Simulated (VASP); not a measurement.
Crystal: GaSb3.

```
CELL_PARAMETERS angstrom
0.00000 3.73000 3.73000
3.73000 0.00000 3.73000
3.73000 3.73000 0.00000
ATOMIC_POSITIONS crystal
Ga 0.00000 0.00000 0.00000
Sb 0.50000 0.50000 0.50000
Sb 0.25000 0.25000 0.25000
Sb 0.75000 0.75000 0.75000
```

* Program: VASP 6.6.1
* Task: relaxation of cell and atoms
* Functional: LDA
* Potentials or basis: VASP PAW LDA potentials, release 64 (Ga_d, Sb)
* Cutoff: 500 eV
* k mesh: 5 × 5 × 5
* Occupations: fermi-dirac, width 0.01 eV
* Spin: no spin polarisation

At the start: pressure -4.5 GPa; volume 25.95 Å³/atom.

Task: Where does the relaxation end?

Result: Over 3 steps the energy falls by 31.5 meV/atom and the volume is 23.85 Å³/atom (-8.1 %); space group Fm-3m (No. 225, to 0.1 Å) before and after.

Step by step:
```tsv
step	energy change (eV)	largest force (eV/Å)	pressure (GPa)	volume (Å³)
1	0.0000	0.0000	-4.52	103.79
2	-0.1159	0.0000	1.58	93.18
3	-0.1261	0.0000	-0.01	95.40
```

Final structure:
```
CELL_PARAMETERS angstrom
0.00000 3.62663 3.62663
3.62663 0.00000 3.62663
3.62663 3.62663 0.00000
ATOMIC_POSITIONS crystal
Ga 0.00000 0.00000 0.00000
Sb 0.50000 0.50000 0.50000
Sb 0.25000 0.25000 0.25000
Sb 0.75000 0.75000 0.75000
```

Caveat: the highest band is partly filled, so the run has too few bands.
